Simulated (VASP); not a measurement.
A run of VASP 6.6.1:

File INCAR:

```
  PREC = Accurate
  ENCUT = 520
  EDIFF = 1E-7
  ISMEAR = 0
  SIGMA = 0.15
  LREAL = F
  LASPH = T
  NELM = 80
  ALGO = Fast
  ISIF = 2
  LWAVE = F
  LCHARG = F
  NBANDS = 13
```

KPOINTS

```
Automatic mesh
0
Gamma
  18 18 18
```

The input POSCAR:

```
Pb
1.0
   -1.9301680775      1.9301680775      1.9796595667
    1.9301680775     -1.9301680775      1.9796595667
    1.9301680775      1.9301680775     -1.9796595667
Pb
1
Direct
    0.0000000000      0.0000000000      0.0000000000
```

Potentials or basis: VASP PAW LDA potentials, release 64 (Pb_d).

The run is started by

```console
$ cat potpaw_LDA.64/Pb_d/POTCAR > POTCAR
$ mpirun -np 1 vasp_std > vasp.out
```

Hardware: 1 thread of Intel(R) Xeon(R) 6975P-C (Granite Rapids), with other jobs on the host.

Problem. How long does it take, and how much memory?

Solution. Wall time 100 s on 1 thread of Intel(R) Xeon(R) 6975P-C (Granite Rapids) (shared host), peak memory 0.27 GiB. Counts: scf iterations 14, k points 480.
